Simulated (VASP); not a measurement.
# MgS (P1) in VASP: further runs

The runs below take MgS through single point, with PBE.

Program: VASP 6.6.1. These are calculated values, not measurements. Logs are shortened: lines on timing, memory, paths and dates and some standing lists are left out, and cuts for length are marked.

### 1 The cell of the first run

The typed cell holds 2 atoms: a = 3.863 Å, b = 3.892 Å, c = 3.877 Å, α = 59.72°, β = 59.00°, γ = 58.90°.

### 2 Single point, PBE (atoms moved at random and the cell strained at random)

File INCAR:

```
ALGO = Normal
EDIFF = 1E-6
ENCUT = 520
GGA = PE
ISIF = 2
ISMEAR = 0
LASPH = T
LCHARG = F
LREAL = F
LWAVE = F
NBANDS = 11
NELM = 80
PREC = Accurate
SIGMA = 0.02
```

File KPOINTS:

```
k-points
0
Gamma
  8 8 8
```

File POSCAR:

```
MgS
1.0
    0.0511944792      2.7265097394      2.7361706788
    2.7375872388      0.0209650883      2.7664000697
    2.7321193171      2.7512712086      0.0264330100
Mg S
1 1
Direct
    0.0084853446     -0.0257384081      0.0396100406
    0.7415146554      0.7757384081      0.7103899594
```

Potentials or basis: VASP PAW PBE potentials, release 64 (Mg, S).

Run with:

```sh
> cat potpaw_PBE.64/Mg/POTCAR potpaw_PBE.64/S/POTCAR > POTCAR
> mpirun -np 1 vasp_std > vasp.out
```

OUTCAR:

```text
EDIFF = 1E-6
   ENCUT = 520
   GGA = PE
   ISIF = 2
   ISMEAR = 0
   LASPH = T
   LREAL = F
   NELM = 80
   PREC = Accurate

 ion  position               nearest neighbor table
   1  0.008  0.974  0.040-   2 2.11   2 2.29   2 2.54   2 2.54
   2  0.742  0.776  0.710-   1 2.11   1 2.29   1 2.54   1 2.54

  Warning from LATTYP: Got some problem with cell dimensions!
  Tried to take original basis but could not verify dimensions!
  LATTYP: Found a triclinic cell.
 ALAT       =     6.6236578418
 B/A-ratio  =     0.5832190821
 C/A-ratio  =     0.5839790113
 COS(alpha) =     0.0035530231
 COS(beta)  =     0.2939262133
 COS(gamma) =     0.8649796933

  Lattice vectors:

 A1 = (   2.6297303587,  -2.7017482702,  -5.4459083476)
 A2 = (  -0.0511944792,  -2.7265097394,  -2.7361706788)
 A3 = (  -0.0054679217,   2.7303061203,  -2.7399670597)

Analysis of symmetry for initial positions (statically):
=====================================================================
 Subroutine PRICEL returns:
 Original cell was already a primitive cell.

 Routine SETGRP: Setting up the symmetry group for a
 triclinic supercell.

 Subroutine GETGRP returns: Found  1 space group operations
 (whereof  1 operations were pure point group operations)
 out of a pool of  2 trial point group operations.

The static configuration has the point symmetry C_1 .

Analysis of symmetry for dynamics (positions and initial velocities):
=====================================================================
 Subroutine PRICEL returns:
 Original cell was already a primitive cell.

 Routine SETGRP: Setting up the symmetry group for a
 triclinic supercell.

 Subroutine GETGRP returns: Found  1 space group operations
 (whereof  1 operations were pure point group operations)
 out of a pool of  2 trial point group operations.

The dynamic configuration has the point symmetry C_1 .

 Subroutine INISYM returns: Found  1 space group operations
 (whereof  1 operations are pure point group operations),
 and found     1 'primitive' translations

----------------------------------------------------------------------------------------

                                     Primitive cell

  volume of cell :      40.4721

  direct lattice vectors                    reciprocal lattice vectors
     0.051194479  2.726509739  2.736170679    -0.188044668  0.184961302  0.184684406
     2.737587239  0.020965088  2.766400070     0.184222654 -0.184675158  0.180576248
     2.732119317  2.751271209  0.026433010     0.184948461  0.181578951 -0.184398262

  length of vectors
     3.863043647  3.892016543  3.877456374     0.321993494  0.317254916  0.318087358

  position of ions in fractional coordinates (direct lattice)
     0.008485345  0.974261592  0.039610041
     0.741514655  0.775738408  0.710389959

  ion indices of the primitive-cell ions
   primitive index   ion index
                 1           1
                 2           2

----------------------------------------------------------------------------------------

 KPOINTS: k-points

Automatic generation of k-mesh.
 Grid dimensions read from file:
 generate k-points for:    8    8    8

 Generating k-lattice:

  Cartesian coordinates                     Fractional coordinates (reciprocal lattice)
    -0.023505584  0.023120163  0.023085551     0.125000000 -0.000000000 -0.000000000
     0.023027832 -0.023084395  0.022572031    -0.000000000  0.125000000 -0.000000000
     0.023118558  0.022697369 -0.023049783     0.000000000  0.000000000  0.125000000

  Length of vectors
     0.040249187  0.039656864  0.039760920

  Shift w.r.t. Gamma in fractional coordinates (k-lattice)
     0.000000000  0.000000000  0.000000000

 Subroutine IBZKPT returns following result:
 ===========================================

 Found    260 irreducible k-points:

 Following reciprocal coordinates:
            Coordinates               Weight
  0.000000  0.000000  0.000000      1.000000
  0.125000  0.000000  0.000000      2.000000
  0.250000  0.000000  0.000000      2.000000
  0.375000  0.000000 -0.000000      2.000000
  0.500000  0.000000  0.000000      1.000000
 -0.000000  0.125000 -0.000000      2.000000
[... 16 lines left out ...]
  0.125000  0.375000 -0.000000      2.000000
  0.250000  0.375000 -0.000000      2.000000
 [... further k-points ...]
   k-points           NKPTS =    260   k-points in BZ     NKDIM =    260   number of bands    NBANDS=     11
   number of dos      NEDOS =    301   number of ions     NIONS =      2
   total plane-waves  NPLWV =  27000
   dimension x,y,z NGX =    30 NGY =   30 NGZ =   30
   dimension x,y,z NGXF=    60 NGYF=   60 NGZF=   60
   ions per type =               1   1
   NGX,Y,Z   is equivalent  to a cutoff of  12.91, 12.81, 12.86 a.u.
   NGXF,Y,Z  is equivalent  to a cutoff of  25.82, 25.63, 25.72 a.u.
 SYSTEM =  unknown system
   PREC   = accura    normal or accurate (medium, high low for compatibility)
   ISTART =      0    job   : 0-new  1-cont  2-samecut
[... 60 lines left out ...]
 fundamental gap:      3.4657182114
 Fermi energy:         2.2025039172

 k-point     1 :       0.0000    0.0000    0.0000
  band No.  band energies     occupation
      1      -9.8854      2.00000
      2       1.4329      2.00000
      3       1.8986      2.00000
      4       2.0713      2.00000
      5       5.7965      0.00000
      6       9.8784      0.00000
      7      10.1477      0.00000
      8      10.3210      0.00000
      9      12.8231      0.00000
     10      13.1344      0.00000
     11      15.8625      0.00000

 k-point     2 :       0.1250    0.0000    0.0000
  band No.  band energies     occupation
      1      -9.7720      2.00000
      2       0.9558      2.00000
      3       1.6021      2.00000
      4       1.9955      2.00000
      5       6.4416      0.00000
      6       9.8802      0.00000
      7      10.0582      0.00000
      8      10.6542      0.00000
      9      12.3104      0.00000
     10      12.5082      0.00000
     11      15.3862      0.00000

 k-point     3 :       0.2500    0.0000    0.0000
  band No.  band energies     occupation
      1      -9.4742      2.00000
      2      -0.2871      2.00000
      3       1.4143      2.00000
      4       1.8437      2.00000
      5       7.1876      0.00000
      6       9.9063      0.00000
      7      10.0257      0.00000
      8      10.6960      0.00000
      9      12.4621      0.00000
     10      12.5606      0.00000
     11      14.4892      0.00000

 k-point     4 :       0.3750    0.0000   -0.0000
  band No.  band energies     occupation
      1      -9.1316      2.00000
      2      -1.3438      2.00000
      3       1.2828      2.00000
      4       1.7086      2.00000
      5       7.2173      0.00000
      6       9.4397      0.00000
      7      10.1425      0.00000
      8      10.6794      0.00000
      9      13.7392      0.00000
     10      14.0303      0.00000
     11      14.8156      0.00000

 k-point     5 :       0.5000    0.0000    0.0000
  band No.  band energies     occupation
      1      -8.9721      2.00000
      2      -1.7573      2.00000
      3       1.2331      2.00000
      4       1.6565      2.00000
      5       7.1432      0.00000
      6       9.2348      0.00000
      7       9.9197      0.00000
      8      10.8831      0.00000
      9      14.9373      0.00000
     10      15.3698      0.00000
     11      15.8580      0.00000
[... 211 lines left out ...]
 k-point    21 :      -0.1250    0.2500   -0.0000
  band No.  band energies     occupation
      1      -9.3130      2.00000
      2      -0.5147      2.00000
      3       0.8620      2.00000
      4       1.6308      2.00000
      5       7.9753      0.00000
      6       9.3624      0.00000
      7       9.8729      0.00000
      8      10.4683      0.00000
      9      12.1626      0.00000
     10      14.8497      0.00000
     11      15.4501      0.00000

 k-point    22 :      -0.0000    0.3750   -0.0000
  band No.  band energies     occupation
      1      -9.1950      2.00000
      2      -1.1621      2.00000
      3       1.1842      2.00000
      4       1.6208      2.00000
      5       7.3874      0.00000
      6       9.4647      0.00000
      7      10.0530      0.00000
      8      10.7463      0.00000
      9      13.9674      0.00000
     10      14.3388      0.00000
     11      14.8410      0.00000

 k-point    23 :       0.1250    0.3750   -0.0000
  band No.  band energies     occupation
      1      -9.2260      2.00000
      2      -0.7876      2.00000
      3       0.9792      2.00000
      4       1.3701      2.00000
      5       7.6980      0.00000
      6       9.2272      0.00000
      7      10.1818      0.00000
      8      10.7159      0.00000
      9      13.2230      0.00000
     10      14.7572      0.00000
     11      15.4234      0.00000

 k-point    24 :       0.2500    0.3750   -0.0000
  band No.  band energies     occupation
      1      -9.1270      2.00000
      2      -0.6641      2.00000
      3       0.7940      2.00000
      4       1.0074      2.00000
      5       6.9530      0.00000
      6       8.6050      0.00000
      7      10.7403      0.00000
      8      11.9982      0.00000
      9      13.2724      0.00000
     10      15.2930      0.00000
     11      17.1714      0.00000

 [... further k-points ...]
[... 5 lines left out ...]
  --------------------------------------------------------------------------------------
  -------------------------------------------------------------------------------------
  Total        3.7995600      2.7240419      3.7255036      1.2647539     -1.3363681     -3.4370277
  in kB      150.4139610    107.8372047    147.4822735     50.0680725    -52.9030794   -136.0623209
  external PRESSURE =     135.2444797 kB  Pullay stress =       0.0000000 kB

 VOLUME and BASIS-vectors are now :
 -----------------------------------------------------------------------------
  energy-cutoff  :      520.00
  volume of cell :       40.47
      direct lattice vectors                 reciprocal lattice vectors
     0.051194479  2.726509739  2.736170679    -0.188044668  0.184961302  0.184684406
     2.737587239  0.020965088  2.766400070     0.184222654 -0.184675158  0.180576248
     2.732119317  2.751271209  0.026433010     0.184948461  0.181578951 -0.184398262

 POSITION                                       TOTAL-FORCE (eV/Angst)
 -----------------------------------------------------------------------------------
      2.77578      0.15254      2.71946        -1.401495     -2.506173      1.372296
      4.10248      3.99249      4.19369         1.401495      2.506173     -1.372296
 -----------------------------------------------------------------------------------
    total drift:                                0.000234      0.000206      0.000247

  FREE ENERGIE OF THE ION-ELECTRON SYSTEM (eV)
  ---------------------------------------------------
  free  energy   TOTEN  =        -7.8861194498 eV

  energy  without entropy=       -7.8861194498  energy(sigma->0) =       -7.88611945
```

Run time: 98 s. Hardware: 1 thread of Intel Xeon Platinum 8375C at 2.90GHz (Ice Lake), shared host; peak memory 0.26 GiB.

Results:

```yaml
Free_energy: -7.8861 eV
Pressure: 13.5 GPa
Largest_force: 3.182 eV/Å
Band_gap_on_the_k_mesh: 3.47 eV, indirect (least direct gap 3.73 eV)
```

Forces in eV/Å, atoms in the order of the input:
```
Mg  -1.401 -2.506  1.372
S    1.401  2.506 -1.372
```

Stress tensor (GPa, compression positive):
```
 15.04   5.01 -13.61
  5.01  10.78  -5.29
-13.61  -5.29  14.75
```

Levels at points of the mesh, in eV from the valence-band top:
```csv
k point,band 1,band 2,band 3,band 4,band 5,band 6,band 7,band 8
"(0.00, 0.00, 0.00)",-11.96,-0.64,-0.17,0.00,3.73,7.81,8.08,8.25
"(0.50, 0.00, 0.00)",-11.04,-3.83,-0.84,-0.41,5.07,7.16,7.85,8.81
"(0.00, 0.50, 0.00)",-11.12,-3.64,-0.93,-0.50,5.25,7.21,7.79,8.91
"(0.50, 0.50, 0.00)",-10.82,-3.47,-1.48,-1.22,3.49,5.49,11.64,12.94
"(0.00, 0.00, 0.50)",-11.06,-4.00,-0.57,-0.36,5.21,7.44,7.97,8.69
"(0.50, 0.00, 0.50)",-10.82,-3.38,-1.60,-1.29,3.55,5.57,11.73,12.88
"(0.00, 0.50, 0.50)",-10.80,-3.42,-1.47,-1.35,3.47,5.40,11.73,12.99
"(0.50, 0.50, 0.50)",-11.15,-3.67,-0.92,-0.40,5.31,7.38,7.80,8.91
```

Caveat: the cell differs from its parent crystal (atoms moved at random and the cell strained at random); forces of over 1 eV/Å act on the atoms, so gaps and moduli don't describe the material at rest. A k mesh can miss the band edges.

### 3 Single point, PBE (atoms moved at random and the cell strained at random)

File INCAR:

```
PREC = Accurate
ENCUT = 520
EDIFF = 1E-6
ISMEAR = 0
SIGMA = 0.02
LREAL = False
LASPH = True
NELM = 80
ALGO = Normal
ISIF = 2
LWAVE = False
LCHARG = True
GGA = PE
LELF = True
LVHAR = True
NBANDS = 11
```

File KPOINTS:

```
regular mesh
0
Gamma
  8 8 8
```

File POSCAR:

```
MgS
1.0
   -0.0179053187      3.0405327654      2.9918314318
    2.9303243956      0.0433184055      2.9306077076
    2.8648793225      2.9138639681      0.1087634786
Mg S
1 1
Direct
    0.0189684867     -0.0211710055      0.0158553112
    0.7310315133      0.7711710055      0.7341446888
```

Potentials or basis: VASP PAW PBE potentials, release 64 (Mg, S).

Run with:

```sh
> cat potpaw_PBE.64/Mg/POTCAR potpaw_PBE.64/S/POTCAR > POTCAR
> mpirun -np 1 vasp_std > vasp.out
```

Wall time 1.7 min (1 thread of Intel Xeon Platinum 8375C at 2.90GHz (Ice Lake), shared host); peak memory 0.29 GiB.

Results (log left out):

- Free energy: -8.2962 eV
- Pressure: -2.5 GPa
- Largest force: 1.002 eV/Å
- Band gap on the k mesh: 2.73 eV, direct

Forces on the atoms (eV/Å):
```
Mg  -0.236 -0.933  0.278
S    0.236  0.933 -0.278
```

Stress tensor (GPa, compression positive):
```
-2.09  1.88 -3.17
 1.88 -3.44 -2.39
-3.17 -2.39 -2.12
```

Levels at points of the mesh, in eV from the valence-band top:
```
           k point  band 1  band 2  band 3  band 4  band 5  band 6  band 7  band 8  band 9
(0.00, 0.00, 0.00)  -11.22   -0.50   -0.20    0.00    2.73    7.13    7.41    8.03   10.42
(0.50, 0.00, 0.00)  -10.70   -3.23   -0.50   -0.22    4.71    7.21    7.73    7.90   11.83
(0.00, 0.50, 0.00)  -10.68   -2.90   -0.75   -0.49    4.44    6.79    7.55    7.94   11.82
(0.50, 0.50, 0.00)  -10.48   -2.81   -1.24   -1.05    3.68    5.22    9.89   11.28   11.47
(0.00, 0.00, 0.50)  -10.59   -3.13   -0.77   -0.38    4.36    7.03    7.20    7.93   11.77
(0.50, 0.00, 0.50)  -10.51   -2.80   -1.26   -0.99    3.75    5.37    9.73   11.18   11.54
(0.00, 0.50, 0.50)  -10.49   -2.81   -1.34   -0.93    3.63    5.27    9.98   11.18   11.54
(0.50, 0.50, 0.50)  -10.71   -2.95   -0.70   -0.36    4.56    6.99    7.65    7.90   11.80
```

Caveat: the cell differs from its parent crystal (atoms moved at random and the cell strained at random); forces of over 1 eV/Å act on the atoms, so gaps and moduli don't describe the material at rest.

### 4 Single point, PBE (atoms moved at random and the cell strained at random)

File INCAR:

```
SYSTEM = MgS
  ALGO = Normal
  EDIFF = 1E-6
  ENCUT = 520
  GGA = PE
  ISIF = 2
  ISMEAR = 0
  LASPH = .TRUE.
  LCHARG = .TRUE.
  LELF = .TRUE.
  LREAL = .FALSE.
  LVHAR = .TRUE.
  LWAVE = .FALSE.
  NBANDS = 11
  NELM = 60
  PREC = Accurate
  SIGMA = 0.02
```

File KPOINTS:

```
k-points
0
G
  8 8 8
  0 0 0
```

File POSCAR:

```
MgS
1.0
    0.0157804787      2.9374071957      2.9416852070
    2.9239215443      0.0262346916      2.9312309940
    2.9322792484      2.9353106869      0.0178769875
Mg S
1 1
Direct
    0.0059139746      0.0006547552      0.0588838444
    0.7440860254      0.7493452448      0.6911161556
```

Run with:

```sh
> cat potpaw_PBE.64/Mg/POTCAR potpaw_PBE.64/S/POTCAR > POTCAR
> mpirun -np 1 vasp_std > vasp.out
```

It took 94 s on 1 thread of Intel Xeon Platinum 8375C at 2.90GHz (Ice Lake), shared host; peak memory 0.29 GiB.

Results (log left out):

| Quantity | Value |
| --- | --- |
| Free energy | -7.8635 eV |
| Pressure | 1.1 GPa |
| Largest force | 3.047 eV/Å |
| Band gap on the k mesh | 2.47 eV, direct |

Forces in eV/Å, atoms in the order of the input:
```
Mg  -1.702 -1.751  1.823
S    1.702  1.751 -1.823
```

Stress tensor (GPa, compression positive):
```
-0.06  4.00 -5.75
 4.00 -0.56 -5.54
-5.75 -5.54  3.94
```

Levels at points of the mesh, in eV from the valence-band top:
```csv
k point,band 1,band 2,band 3,band 4,band 5,band 6,band 7,band 8,band 9
"(0.00, 0.00, 0.00)",-11.48,-1.02,-0.46,0.00,2.47,7.13,7.43,7.66,10.15
"(0.50, 0.00, 0.00)",-10.94,-3.33,-1.13,-0.32,4.19,6.67,7.49,7.76,11.02
"(0.00, 0.50, 0.00)",-10.93,-3.28,-1.18,-0.34,4.16,6.62,7.51,7.71,11.01
"(0.50, 0.50, 0.00)",-10.76,-3.17,-1.34,-1.15,3.39,4.91,9.35,11.23,11.49
"(0.00, 0.00, 0.50)",-10.90,-3.65,-0.78,-0.35,4.45,6.94,7.33,7.67,11.31
"(0.50, 0.00, 0.50)",-10.77,-3.02,-1.66,-1.06,3.41,5.04,9.42,11.11,11.28
"(0.00, 0.50, 0.50)",-10.77,-3.03,-1.60,-1.10,3.42,4.99,9.41,11.12,11.32
"(0.50, 0.50, 0.50)",-11.00,-2.81,-1.23,-0.70,4.19,6.54,7.18,7.58,11.16
```

Caveat: the cell differs from its parent crystal (atoms moved at random and the cell strained at random); forces of over 1 eV/Å act on the atoms, so gaps and moduli don't describe the material at rest.

### 5 Summary

```tsv
cell	gap on the mesh (eV)	pressure (GPa)	largest force (eV/Å)
a = 3.863, b = 3.892, c = 3.877 Å, angles 59.7, 59.0, 58.9°, 2 atoms	3.47	13.5	3.18
a = 4.266, b = 4.145, c = 4.088 Å, angles 58.5, 58.4, 60.0°, 2 atoms	2.73	-2.5	1.00
a = 4.157, b = 4.140, c = 4.149 Å, angles 59.6, 59.6, 59.5°, 2 atoms	2.47	1.1	3.05
```

Alike in all rows: task single point; level PBE; potentials or basis VASP PAW PBE potentials, release 64 (Mg, S); no spin polarisation; k mesh 8 × 8 × 8; cutoff (eV) 520; smearing gaussian 0.02 eV.

Caveats: forces of over 1 eV/Å act on the atoms, so gaps and moduli don't describe the material at rest.

Absolute energies hang on the potentials; compare differences alone.
